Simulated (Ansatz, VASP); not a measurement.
## La2Zr3O in VASP and in Ansatz

The input INCAR:

```
SYSTEM = La2Zr3O
ALGO = Normal ; EDIFF = 1E-6
EDIFFG = -0.01 ; ENCUT = 600
GGA = PE ; IBRION = 2
ISIF = 3 ; ISMEAR = 0
LASPH = .TRUE. ; LCHARG = .FALSE.
LREAL = .FALSE. ; LUSENCCL = .FALSE.
LWAVE = .FALSE. ; NELM = 80
NSW = 100 ; PREC = Accurate
SIGMA = 0.1
```

KPOINTS

```
k-points
0
G
  12 12 6
  0 0 0
```

POSCAR

```
La2Zr3O
1.0
    4.5096727840      0.0000000000      0.0000000000
   -2.2548363920      3.9054911937      0.0000000000
    0.0000000000      0.0000000000      8.3302733355
La Zr O
2 3 1
Direct
    0.6666666667      0.3333333333      0.2427456014
    0.6666666667      0.3333333333      0.7572543986
    0.0000000000      0.0000000000      0.5000000000
    0.3333333333      0.6666666667      0.0000000000
    0.3333333333      0.6666666667      0.5000000000
    0.0000000000      0.0000000000      0.0000000000
```

Input for Ansatz:

```yaml
crystal:
  lattice:
    - [4.509672784, 0.0, 0.0]
    - [-2.254836392, 3.9054911937, 0.0]
    - [0.0, 0.0, 8.3302733355]
  atoms:
    - { symbol: La, position: [0.6666666667, 0.3333333333, 0.2427456014] }
    - { symbol: La, position: [0.6666666667, 0.3333333333, 0.7572543986] }
    - { symbol: Zr, position: [0.0, 0.0, 0.5] }
    - { symbol: Zr, position: [0.3333333333, 0.6666666667, 0.0] }
    - { symbol: Zr, position: [0.3333333333, 0.6666666667, 0.5] }
    - { symbol: O, position: [0.0, 0.0, 0.0] }
basis:
  ecutwfc: 420
kpoints:
  mp_grid: { grid: [12, 12, 6] }
hamiltonian:
  xc: pbe
scf:
  occupations: { method: gaussian, width: 0.1 }
output:
  forces: true
  stress: true
  eigenvalues: true
  write_density: true
  write_potential: true
  elf: true
  volumetric_format: npy
relax:
  adjacent_minimum: "off"
  f_tol: 0.01
  max_steps: 80
  cell: { stress_tol: 0.05 }
```

Change from the starting cell: species swapped into the Ce2NiGe3 type (P-6m2, No. 187).

Alike in both runs: task relaxation of cell and atoms; functional PBE; k mesh 12 × 12 × 6; occupations gaussian, width 0.1 eV; no spin polarisation.

```csv
,VASP,Ansatz
version,VASP 6.6.1,Ansatz 0.2.0
potentials or method,"VASP PAW PBE potentials, release 64 (La, Zr_sv, O), cutoff 600 eV","scalar-relativistic, plane waves, PAW"
valence electrons in the cell,64,64
```

Ansatz gave:

- gap on the k mesh at the Fermi level, each at its own relaxed structure (eV): none
- relaxed volume (Å³/atom): 24.56
- relaxed cell length with the largest relative difference (Å): 8.342

Task: Estimate VASP's values.

Result: gap on the k mesh at the Fermi level, each at its own relaxed structure (eV): none; relaxed volume (Å³/atom): 24.56; relaxed cell length with the largest relative difference (Å): 8.327.

A gap of «none» marks a metal or a gap that the smearing closes.

Spin-orbit coupling is off throughout.
